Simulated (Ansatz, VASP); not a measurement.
**One calculation of HfC, two programs**

```
CELL_PARAMETERS angstrom
3.34287 0.00000 0.00000
-1.67143 2.89501 0.00000
0.00000 0.00000 5.20271
ATOMIC_POSITIONS crystal
Hf 0.66667 0.33333 0.75000
Hf 0.33333 0.66667 0.25000
C 0.00000 0.00000 0.00000
C 0.00000 0.00000 0.50000
```

Alike in both runs: task relaxation of cell and atoms; functional PBE; k mesh 18 × 18 × 10; occupations gaussian, width 0.1 eV; no spin polarisation.

|  | VASP | Ansatz |
| --- | --- | --- |
| version | VASP 6.6.1 | Ansatz 0.2.0 |
| potentials or method | VASP PAW PBE potentials, release 64 (Hf_pv, C), cutoff 600 eV | scalar-relativistic, plane waves, PAW |
| valence electrons in the cell | 28 | 60 |

|  | VASP | Ansatz | Ansatz less VASP |
| --- | --- | --- | --- |
| gap on the k mesh at the Fermi level, each at its own relaxed structure (eV) | none | none | - |
| relaxed volume (Å³/atom) | 12.51 | 12.55 | +0.043 |
| relaxed length of the cell vector where the two differ most in proportion (Å) | 3.322 | 3.326 | +0.0042 |

A gap of «none» marks a metal or a gap that the smearing closes. VASP's potentials hold 28 valence electrons a cell and Ansatz's 60, so a difference there can come from the potentials and not from the codes.

Neither program's run includes spin-orbit coupling.
